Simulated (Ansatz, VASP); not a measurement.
One calculation of Au, two programs

Contents of INCAR:

```
PREC = Accurate
ENCUT = 600
EDIFF = 1E-6
ISMEAR = 0
SIGMA = 0.1
LREAL = False
LASPH = True
NELM = 60
ALGO = Fast
ISIF = 3
LWAVE = False
LCHARG = False
GGA = PE
IVDW = 12
IBRION = 2
NSW = 70
EDIFFG = -0.005
```

Contents of KPOINTS:

```
Automatic mesh
0
Gamma
  18 18 10
```

The input POSCAR:

```
Au
1.0
    2.9169619562      0.0000000000      0.0000000000
   -1.4584809781      2.5261631559      0.0000000000
    0.0000000000      0.0000000000      4.8900307706
Au
2
Direct
    0.3333333333      0.6666666667      0.7500000000
    0.6666666667      0.3333333333      0.2500000000
```

Input for Ansatz:

```yaml
crystal:
  lattice:
    - [2.9169619423, 0.0, 0.0]
    - [-1.4584809712, 2.5261631439, 0.0]
    - [0.0, 0.0, 4.8900308252]
  atoms:
    - { symbol: Au, position: [0.3333333333, 0.6666666667, 0.75] }
    - { symbol: Au, position: [0.6666666667, 0.3333333333, 0.25] }
basis:
  ecutwfc: 420
kpoints:
  mp_grid: { grid: [18, 18, 10] }
hamiltonian:
  xc: pbe
  dispersion: d3bj
scf:
  occupations: { method: gaussian, width: 0.1 }
output:
  forces: true
  stress: true
  eigenvalues: true
relax:
  adjacent_minimum: "off"
  f_tol: 0.005
  max_steps: 50
  cell: { stress_tol: 0.05 }
```

Alike in both runs: task relaxation of cell and atoms; functional PBE; dispersion D3(BJ); k mesh 18 × 18 × 10; occupations gaussian, width 0.1 eV; no spin polarisation.

```csv
,VASP,Ansatz
version,VASP 6.6.1,Ansatz 0.2.0
potentials or method,"VASP PAW PBE potentials, release 64 (Au), cutoff 600 eV","scalar-relativistic, plane waves, PAW"
valence electrons in the cell,22,38
```

```tsv
	VASP	Ansatz	Ansatz less VASP
gap on the k mesh at the Fermi level, each at its own relaxed structure (eV)	none	none	-
relaxed volume (Å³/atom)	17.26	17.29	+0.022
relaxed cell length with the largest relative difference (Å)	4.802	4.806	+0.0034
```

A gap of «none» marks a metal or a gap that the smearing closes. VASP's potentials hold 22 valence electrons a cell and Ansatz's 38, so a difference there can come from the potentials and not from the codes.

Neither program's run includes spin-orbit coupling.
